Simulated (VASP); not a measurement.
Here is a VASP 6.6.1 calculation.

File INCAR:

```
SYSTEM = Te2Mo
PREC = Accurate ; ENCUT = 520
EDIFF = 1E-6 ; ISMEAR = 0
SIGMA = 0.02 ; LREAL = .FALSE.
LASPH = .TRUE. ; NELM = 100
ALGO = Normal ; ISIF = 2
LWAVE = .FALSE. ; LCHARG = .FALSE.
GGA = PE ; NBANDS = 35
```

The input KPOINTS:

```
Automatic mesh
0
G
  12 12 2
  0 0 0
```

File POSCAR:

```
Te2Mo
1.0
    3.6277966022      0.0000000000      0.0000000000
   -1.8138983011      3.1417640173      0.0000000000
    0.0000000000      0.0000000000     15.1413987189
Te Mo
4 2
Direct
    0.3333333333      0.6666666667      0.6322684957
    0.6666666667      0.3333333333      0.1322684957
    0.6666666667      0.3333333333      0.3677315043
    0.3333333333      0.6666666667      0.8677315043
    0.3333333333      0.6666666667      0.2500000000
    0.6666666667      0.3333333333      0.7500000000
```

Potentials or basis: VASP PAW PBE potentials, release 64 (Te, Mo_sv).

Run with:

```console
$ cat potpaw_PBE.64/Te/POTCAR potpaw_PBE.64/Mo_sv/POTCAR > POTCAR
$ mpirun -np 1 vasp_std > vasp.out
```

Task: What does it give for the pressure?

Result: -1.6 GPa.

Task: Estimate the band gap on the k mesh.

Result: 0.81 eV (least direct gap 0.89 eV).

Forces on the atoms (eV/Å):
```
Te   0.000  0.000 -0.014
Te   0.000  0.000 -0.014
Te   0.000  0.000  0.014
Te   0.000  0.000  0.014
Mo   0.000  0.000  0.000
Mo   0.000  0.000  0.000
```

Caveat: spin-orbit coupling is left out, which moves the levels of the heavy elements; this functional lacks dispersion, which binds layers or chains, so the pressure and a relaxed spacing across them are unreliable. A k mesh can miss the band edges.
